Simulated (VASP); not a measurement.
# AlN (F-43m) in VASP: notebook, part 3 of 3

VASP 6.6.1. Earlier steps stand in the parts before.

## (4) Vibrations by perturbation theory, LDA

This run uses another cell than the first one, of 10.23 Å³/atom, 1.014 times its volume.

Contents of INCAR:

```
SYSTEM = AlN
ALGO = Normal ; EDIFF = 1E-8
ENCUT = 520 ; IBRION = 8
ISIF = 2 ; ISMEAR = 0
LASPH = .TRUE. ; LCHARG = .FALSE.
LEPSILON = .TRUE. ; LREAL = .FALSE.
LWAVE = .FALSE. ; NBANDS = 11
NELM = 80 ; NSW = 1
PREC = Accurate ; SIGMA = 0.01
```

Contents of KPOINTS:

```
k-points
0
G
  10 10 10
  0 0 0
```

Contents of POSCAR:

```
AlN
1.0
    0.0000000000      2.1711406870      2.1711406870
    2.1711406870      0.0000000000      2.1711406870
    2.1711406870      2.1711406870      0.0000000000
Al N
1 1
Direct
    0.0000000000      0.0000000000      0.0000000000
    0.7500000000      0.7500000000      0.7500000000
```

Potentials or basis: VASP PAW LDA potentials, release 64 (Al, N).

Started as:

```bash
$ cat potpaw_LDA.64/Al/POTCAR potpaw_LDA.64/N/POTCAR > POTCAR
$ mpirun -np 1 vasp_std > vasp.out
```

OUTCAR:

```text
SYSTEM = AlN
   EDIFF = 1E-8
   ENCUT = 520
   IBRION = 8
   ISIF = 2
   ISMEAR = 0
   LASPH = .TRUE.
   LEPSILON = .TRUE.
   LREAL = .FALSE.
   NELM = 80
   NSW = 1
   PREC = Accurate

 ion  position               nearest neighbor table
   1  0.000  0.000  0.000-   2 1.88   2 1.88   2 1.88   2 1.88
   2  0.750  0.750  0.750-   1 1.88   1 1.88   1 1.88   1 1.88

  LATTYP: Found a face centered cubic cell.
 ALAT       =     4.3422813740

  Lattice vectors:

 A1 = (   0.0000000000,   2.1711406870,   2.1711406870)
 A2 = (   2.1711406870,   0.0000000000,   2.1711406870)
 A3 = (   2.1711406870,   2.1711406870,   0.0000000000)

Analysis of symmetry for initial positions (statically):
=====================================================================
 Subroutine PRICEL returns:
 Original cell was already a primitive cell.

 Routine SETGRP: Setting up the symmetry group for a
 face centered cubic supercell.

 Subroutine GETGRP returns: Found 24 space group operations
 (whereof 24 operations were pure point group operations)
 out of a pool of 48 trial point group operations.

The static configuration has the point symmetry T_d .

Analysis of symmetry for dynamics (positions and initial velocities):
=====================================================================
 Subroutine PRICEL returns:
 Original cell was already a primitive cell.

 Routine SETGRP: Setting up the symmetry group for a
 face centered cubic supercell.

 Subroutine GETGRP returns: Found 24 space group operations
 (whereof 24 operations were pure point group operations)
 out of a pool of 48 trial point group operations.

The dynamic configuration has the point symmetry T_d .

 Subroutine INISYM returns: Found 24 space group operations
 (whereof 24 operations are pure point group operations),
 and found     1 'primitive' translations

----------------------------------------------------------------------------------------

                                     Primitive cell

  volume of cell :      20.4689

  direct lattice vectors                    reciprocal lattice vectors
     0.000000000  2.171140687  2.171140687    -0.230293690  0.230293690  0.230293690
     2.171140687  0.000000000  2.171140687     0.230293690 -0.230293690  0.230293690
     2.171140687  2.171140687  0.000000000     0.230293690  0.230293690 -0.230293690

  length of vectors
     3.070456605  3.070456605  3.070456605     0.398880371  0.398880371  0.398880371

  position of ions in fractional coordinates (direct lattice)
     0.000000000  0.000000000  0.000000000
[... 526 lines left out ...]
 -----------------------------------------------------------------------------
    -0.00036  0.60966  0.00000
     0.60966 -0.00036  0.00000
     0.00000  0.00000  0.00036

--------------------------------------- Ionic step        4  -------------------------------------------

------------------------ aborting loop because EDIFF is reached ----------------------------------------

[... ionic steps 5 to 6 ...]

--------------------------------------- Ionic step        7  -------------------------------------------

 Free energy of the ion-electron system (eV)
  ---------------------------------------------------
  ---------------------------------------------------
  free energy    TOTEN  =        -0.23481412 eV

  energy without entropy =       -0.23481412

------------------------ aborting loop because EDIFF is reached ----------------------------------------

 INTERNAL STRAIN TENSOR  FOR ION    2  DIRECTION 1   (eV/Angst):
 -----------------------------------------------------------------------------
     0.00090  0.00000  0.00000
     0.00000 -0.00007  9.66026
     0.00000  9.66026 -0.00007

 MACROSCOPIC STATIC DIELECTRIC TENSOR (including local field effects in DFT)
 ------------------------------------------------------
           4.540917     0.000000     0.000000
           0.000000     4.540917     0.000000
          -0.000000     0.000000     4.540917
 ------------------------------------------------------

 PIEZOELECTRIC TENSOR (including local field effects)  for field in x, y, z        (e  Angst)
          XX          YY          ZZ          XY          YZ          ZX
  --------------------------------------------------------------------------------
  x     0.00000    -0.00000     0.00000     0.00000     0.77863     0.00000
  y    -0.00000    -0.00000    -0.00000     0.00000     0.00000     0.77863
  z    -0.00000     0.00000     0.00000     0.77863     0.00000     0.00000

 PIEZOELECTRIC TENSOR (including local field effects)  for field in x, y, z        (C/m^2)
          XX          YY          ZZ          XY          YZ          ZX
  --------------------------------------------------------------------------------
  x     0.00000    -0.00000     0.00000     0.00000     0.60946     0.00000
  y    -0.00000    -0.00000    -0.00000     0.00000     0.00000     0.60946
  z    -0.00000     0.00000     0.00000     0.60946     0.00000     0.00000

 BORN EFFECTIVE CHARGES (including local field effects) (in |e|, cummulative output)
 ---------------------------------------------------------------------------------
 ion    1
    1     2.53007     0.00000    -0.00000
    2     0.00000     2.53007     0.00000
    3     0.00000     0.00000     2.53007
 ion    2
    1    -2.53007     0.00000     0.00000
    2     0.00000    -2.53007    -0.00000
    3     0.00000    -0.00000    -2.53007

 INTERNAL STRAIN TENSOR FOR ION    2 for displacements in x,y,z  (eV/Angst):
          X           Y           Z          XY          YZ          ZX
  --------------------------------------------------------------------------------
  x     0.00000     0.00000     0.00000     0.00000     9.66026     0.00000
  y     0.00000     0.00000     0.00000     0.00000     0.00000     9.66026
  z     0.00000     0.00000     0.00000     9.66026     0.00000     0.00000

 SECOND DERIVATIVES (NOT SYMMETRIZED)
 ------------------------------------
               1X          1Y          1Z          2X          2Y          2Z
  1X   -15.238428    0.000000    0.000000   15.238428    0.000000    0.000000
  1Y     0.000000  -15.238428    0.000000    0.000000   15.238428    0.000000
  1Z     0.000000    0.000000  -15.238428    0.000000    0.000000   15.238428
  2X    15.239249    0.000000    0.000000  -15.239249    0.000000    0.000000
  2Y     0.000000   15.239249    0.000000    0.000000  -15.239249    0.000000
  2Z     0.000000    0.000000   15.239249    0.000000    0.000000  -15.239249

 Eigenvectors and eigenvalues of the dynamical matrix
 ----------------------------------------------------

   1 f  =   20.100948 THz   126.297982 2PiTHz  670.495458 cm-1    83.130804 meV
             X         Y         Z           dx          dy          dz
      0.000000  0.000000  0.000000     0.000000    0.584488    0.000000
      3.256711  3.256711  3.256711     0.000000   -0.811403    0.000000
[... 21 lines left out ...]
   6 f/i=    0.000257 THz     0.001614 2PiTHz    0.008566 cm-1     0.001062 meV
             X         Y         Z           dx          dy          dz
      0.000000  0.000000  0.000000     0.000000    0.000000    0.811403
      3.256711  3.256711  3.256711     0.000000    0.000000    0.584488

--------------------------------------------------------------------------------------------------------

 MACROSCOPIC STATIC DIELECTRIC TENSOR IONIC CONTRIBUTION
 ------------------------------------------------------
           3.713507    -0.000000    -0.000000
          -0.000000     3.713507     0.000000
          -0.000000     0.000000     3.713507
 ------------------------------------------------------

 ELASTIC MODULI CONTR FROM IONIC RELAXATION (kBar)
 Direction    XX          YY          ZZ          XY          YZ          ZX
 --------------------------------------------------------------------------------
 XX          -0.0000      0.0000      0.0000      0.0000      0.0000      0.0000
 YY           0.0000     -0.0000      0.0000      0.0000      0.0000     -0.0000
 ZZ           0.0000      0.0000     -0.0000      0.0000      0.0000      0.0000
 XY           0.0000      0.0000      0.0000   -450.9622      0.0000      0.0000
 YZ           0.0000      0.0000      0.0000      0.0000   -450.9622      0.0000
 ZX           0.0000     -0.0000      0.0000      0.0000      0.0000   -450.9622
 --------------------------------------------------------------------------------

 PIEZOELECTRIC TENSOR IONIC CONTR  for field in x, y, z        (C/m^2)
          XX          YY          ZZ          XY          YZ          ZX
  --------------------------------------------------------------------------------
  x     0.00000     0.00000    -0.00000     0.00000    -1.21768     0.00000
  y     0.00000    -0.00000     0.00000    -0.00000     0.00000    -1.21768
  z     0.00000    -0.00000     0.00000    -1.21768     0.00000    -0.00000
```

It took 56 s on 1 thread of Intel Xeon 6975P-C (Granite Rapids), shared host; peak memory 0.21 GiB.

Results:

| Property | Result |
| --- | --- |
| Electronic dielectric tensor (diagonal) | 4.54 |
| Born charges (mean of the diagonal) | Al +2.53; N -2.53 e |
| Highest phonon frequency at Γ, LO-TO splitting left out | 670 cm⁻¹ |

Phonon frequencies in cm⁻¹ (negative: imaginary):
```
              q point        frequencies
(0.000, 0.000, 0.000)  0 0 0 670 670 670
```

Electronic dielectric tensor:
```
4.54 0.00 0.00
0.00 4.54 0.00
0.00 0.00 4.54
```

Born effective charge tensors (e):
atom 1, Al
```
2.53 0.00 0.00
0.00 2.53 0.00
0.00 0.00 2.53
```
atom 2, N
```
-2.53  0.00  0.00
 0.00 -2.53  0.00
 0.00  0.00 -2.53
```

## (5) Vibrations by perturbation theory, LDA (phonons at volume x 1.02)

Contents of INCAR:

```
PREC     = Accurate       # precision mode
ENCUT    = 520            # plane-wave cutoff, eV
EDIFF    = 1E-8           # SCF threshold, eV
ISMEAR   = 0              # smearing method
SIGMA    = 0.01           # smearing width, eV
LREAL    = F              # projectors in reciprocal space
LASPH    = T              # aspherical terms in the spheres
NELM     = 80             # most SCF steps
ALGO     = Normal         # electronic algorithm
ISIF     = 2              # what is computed and relaxed
LWAVE    = F              # write WAVECAR
LCHARG   = F              # write CHGCAR
IBRION   = 8              # ionic algorithm
NSW      = 1              # ionic steps
LEPSILON = T              # dielectric tensor by DFPT
```

Contents of KPOINTS:

```
Automatic mesh
0
Gamma
  10 10 10
```

Contents of POSCAR:

```
AlN
1.0
    0.0000000000      2.1855195212      2.1855195212
    2.1855195212      0.0000000000      2.1855195212
    2.1855195212      2.1855195212      0.0000000000
Al N
1 1
Direct
    0.0000000000      0.0000000000      0.0000000000
    0.7500000000      0.7500000000      0.7500000000
```

Potentials or basis: VASP PAW LDA potentials, release 64 (Al, N).

Started as:

```bash
$ cat potpaw_LDA.64/Al/POTCAR potpaw_LDA.64/N/POTCAR > POTCAR
$ mpirun -np 1 vasp_std > vasp.out
```

OUTCAR:

```text
PREC = Accurate
   ENCUT = 520
   EDIFF = 1E-8
   ISMEAR = 0
   LREAL = F
   LASPH = T
   NELM = 80
   ISIF = 2
   IBRION = 8
   NSW = 1
   LEPSILON = T

 ion  position               nearest neighbor table
   1  0.000  0.000  0.000-   2 1.89   2 1.89   2 1.89   2 1.89
   2  0.750  0.750  0.750-   1 1.89   1 1.89   1 1.89   1 1.89

  LATTYP: Found a face centered cubic cell.
 ALAT       =     4.3710390424

  Lattice vectors:

 A1 = (   0.0000000000,   2.1855195212,   2.1855195212)
 A2 = (   2.1855195212,   0.0000000000,   2.1855195212)
 A3 = (   2.1855195212,   2.1855195212,   0.0000000000)

Analysis of symmetry for initial positions (statically):
=====================================================================
 Subroutine PRICEL returns:
 Original cell was already a primitive cell.
[... 563 lines left out ...]
  z    -0.00000    -0.00000     0.00000     8.57177     0.00000     0.00000

 SECOND DERIVATIVES (NOT SYMMETRIZED)
 ------------------------------------
               1X          1Y          1Z          2X          2Y          2Z
  1X   -14.386871    0.000000    0.000000   14.386871    0.000000    0.000000
  1Y     0.000000  -14.386871    0.000000    0.000000   14.386871    0.000000
  1Z     0.000000    0.000000  -14.386871    0.000000    0.000000   14.386871
  2X    14.390537    0.000000    0.000000  -14.390537    0.000000    0.000000
  2Y     0.000000   14.390537    0.000000    0.000000  -14.390537    0.000000
  2Z     0.000000    0.000000   14.390537    0.000000    0.000000  -14.390537

 Eigenvectors and eigenvalues of the dynamical matrix
 ----------------------------------------------------

   1 f  =   19.532523 THz   122.726463 2PiTHz  651.534843 cm-1    80.779989 meV
             X         Y         Z           dx          dy          dz
      0.000000  0.000000  0.000000    -0.584449   -0.000000   -0.000000
      3.278279  3.278279  3.278279     0.811431   -0.000000   -0.000000
[... 21 lines left out ...]
   6 f/i=    0.001180 THz     0.007414 2PiTHz    0.039358 cm-1     0.004880 meV
             X         Y         Z           dx          dy          dz
      0.000000  0.000000  0.000000     0.747712    0.308685   -0.063719
      3.278279  3.278279  3.278279     0.538554    0.222336   -0.045895

--------------------------------------------------------------------------------------------------------

 MACROSCOPIC STATIC DIELECTRIC TENSOR IONIC CONTRIBUTION
 ------------------------------------------------------
           3.864228     0.000000     0.000000
           0.000000     3.864228    -0.000000
           0.000000    -0.000000     3.864228
 ------------------------------------------------------

 ELASTIC MODULI CONTR FROM IONIC RELAXATION (kBar)
 Direction    XX          YY          ZZ          XY          YZ          ZX
 --------------------------------------------------------------------------------
 XX          -0.0000      0.0000      0.0000     -0.0000      0.0000      0.0000
 YY           0.0000     -0.0000      0.0000     -0.0000     -0.0000     -0.0000
 ZZ           0.0000      0.0000     -0.0000      0.0000     -0.0000      0.0000
 XY          -0.0000     -0.0000      0.0000   -366.4056      0.0000      0.0000
 YZ           0.0000     -0.0000     -0.0000      0.0000   -366.4056      0.0000
 ZX           0.0000     -0.0000      0.0000      0.0000      0.0000   -366.4056
 --------------------------------------------------------------------------------

 PIEZOELECTRIC TENSOR IONIC CONTR  for field in x, y, z        (C/m^2)
          XX          YY          ZZ          XY          YZ          ZX
  --------------------------------------------------------------------------------
  x     0.00000    -0.00000    -0.00000     0.00000    -1.11966     0.00000
  y     0.00000    -0.00000     0.00000    -0.00000    -0.00000    -1.11966
  z    -0.00000    -0.00000     0.00000    -1.11966     0.00000     0.00000
```

It took 44 s on 1 thread of Intel Xeon 6975P-C (Granite Rapids), shared host; peak memory 0.19 GiB.

Results:

- Electronic dielectric tensor (diagonal): 4.58
- Born charges (mean of the diagonal): Al +2.53; N -2.53 e
- Highest phonon frequency at Γ, LO-TO splitting left out: 652 cm⁻¹

Phonon frequencies in cm⁻¹ (negative: imaginary):
```
              q point        frequencies
(0.000, 0.000, 0.000)  0 0 0 652 652 652
```

Electronic dielectric tensor:
```
4.58 0.00 0.00
0.00 4.58 0.00
0.00 0.00 4.58
```

Born effective charge tensors (e):
atom 1, Al
```
2.53 0.00 0.00
0.00 2.53 0.00
0.00 0.00 2.53
```
atom 2, N
```
-2.53  0.00  0.00
 0.00 -2.53  0.00
 0.00  0.00 -2.53
```

Caveat: the cell differs from its parent crystal (phonons at volume x 1.02); the cell wasn't relaxed at this level first, which shifts response properties.
